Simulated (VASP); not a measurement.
## Al9O: single point with PBE

Al9O, a slab with vacuum:

```
Al O
1.0
     2.85354    0.00000    0.00000
    -1.42677    2.47124    0.00000
     0.00000    0.00000   35.76056
Al O
9 1
Direct
  0.33333 0.66667 0.11186
  0.00000 0.00000 0.17744
  0.66667 0.33333 0.24303
  0.00000 0.00000 0.30861
  0.33333 0.66667 0.37363
  0.00000 0.00000 0.43861
  0.66667 0.33333 0.50473
  0.00000 0.00000 0.57013
  0.33333 0.66667 0.63647
  0.00000 0.00000 0.64905
```

```json
{"Program": "VASP 6.6.1", "Task": "single point", "Functional": "PBE", "Potentials or basis": "VASP PAW PBE potentials, release 64 (Al, O)", "Cutoff": "520 eV", "k mesh": "9 × 9 × 1", "Occupations": "gaussian, width 0.1 eV", "Spin": "collinear spin, ferromagnetic start", "Starting moments": "[0.0, 0.0, 0.0, 0.0, 0.0, 0.0, 0.0, 0.0, 0.0, 2.0] μB", "Dipole correction": "yes", "Further INCAR settings": "ALGO = Normal; EDIFF = 1e-06; NBANDS = 32"}
```

| Item | Value |
| --- | --- |
| Largest force | 4.322 eV/Å |
| Net moment | 0.00 μB per cell |
| Valence electrons inside the program's atomic spheres | Al 0.76, 0.77, 0.85 (each value once); O 5.29 |

Forces on the atoms (eV/Å):
```
Al   0.000  0.000 -0.059
Al   0.000  0.000  0.033
Al   0.000  0.000 -0.047
Al   0.000  0.000  0.034
Al   0.000  0.000 -0.012
Al   0.000  0.000  0.137
Al   0.000  0.000 -0.170
Al   0.000  0.000 -0.406
Al   0.000  0.000 -3.833
O    0.000  0.000  4.322
```

Levels at points of the mesh, in eV from the Fermi level:
Spin up:
```tsv
k point	band 11	band 12	band 13	band 14	band 15	band 16	band 17	band 18	band 19	band 20
(0.00, 0.00, 0.00)	-6.67	-5.46	-4.24	-2.75	-1.29	0.06	0.96	1.73	2.38	3.06
```
Spin down:
```csv
k point,band 12,band 13,band 14,band 15,band 16,band 17,band 18,band 19
"(0.00, 0.00, 0.00)",-5.46,-4.24,-2.75,-1.29,0.06,0.97,1.77,2.47
```

It took 12 min on 1 thread of Intel(R) Xeon(R) Platinum 8259CL CPU @ 2.50GHz (Skylake/Cascade Lake), with other jobs on the host, peak memory 0.58 GiB.
